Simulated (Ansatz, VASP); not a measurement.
## Two plane-wave programs on Ge5Pt3

```
CELL_PARAMETERS angstrom
5.25261 0.00000 0.00000
0.00000 5.25261 0.00000
0.00000 0.00000 5.25261
ATOMIC_POSITIONS crystal
Ge 0.00000 0.00000 0.00000
Ge 0.50000 0.50000 0.50000
Ge 0.00000 0.50000 0.50000
Ge 0.50000 0.00000 0.50000
Ge 0.50000 0.50000 0.00000
Pt 0.50000 0.00000 0.00000
Pt 0.00000 0.50000 0.00000
Pt 0.00000 0.00000 0.50000
```

Alike in both runs: functional PBE; k mesh 8 × 8 × 8; occupations gaussian, width 0.1 eV; no spin polarisation.

Ansatz relaxed the structure, and its values are those at the end. VASP's run is a single point on that final structure, the one shown.

|  | VASP | Ansatz |
| --- | --- | --- |
| version | VASP 6.6.1 | Ansatz 0.2.0 |
| potentials or method | VASP PAW PBE potentials, release 64 (Ge_d, Pt), cutoff 500 eV | scalar-relativistic, plane waves, PAW |
| valence electrons in the cell | 100 | 124 |

```csv
,VASP,Ansatz,Ansatz less VASP
gap on the k mesh at the Fermi level (eV),none,none,-
pressure (GPa),-0.1,0.0,+0.08
```

A gap of «none» marks a metal or a gap that the smearing closes. VASP's potentials hold 100 valence electrons a cell and Ansatz's 124, so a difference there can come from the potentials and not from the codes.

Spin-orbit coupling is off throughout.
